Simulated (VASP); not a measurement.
Crystal: BAs.

```
B As
1.0
     0.00000    2.38850    2.38850
     2.38850    0.00000    2.38850
     2.38850    2.38850    0.00000
B As
1 1
Direct
  0.00000 0.00000 0.00000
  0.25000 0.25000 0.25000
```

Base run:

```yaml
Program: VASP 6.6.1
Functional: LDA
Potentials_or_basis: VASP PAW LDA potentials, release 64 (B, As)
Cutoff: 520 eV
k_mesh: 10 × 10 × 10
Occupations: gaussian, width 0.01 eV
Spin: no spin polarisation
```

Its results: band gap on the k mesh 1.12 eV, indirect (least direct gap 3.25 eV); pressure -3.1 GPa.

Question: The run is repeated on the same cell with these changes: k mesh from 10 × 10 × 10 to 4 × 4 × 4. What comes out?

Answer: Band gap on the k mesh 1.31 eV, indirect (least direct gap 3.23 eV); pressure -2.5 GPa.

Caveats: some runs use coarse meshes.

A k mesh can miss the band edges.
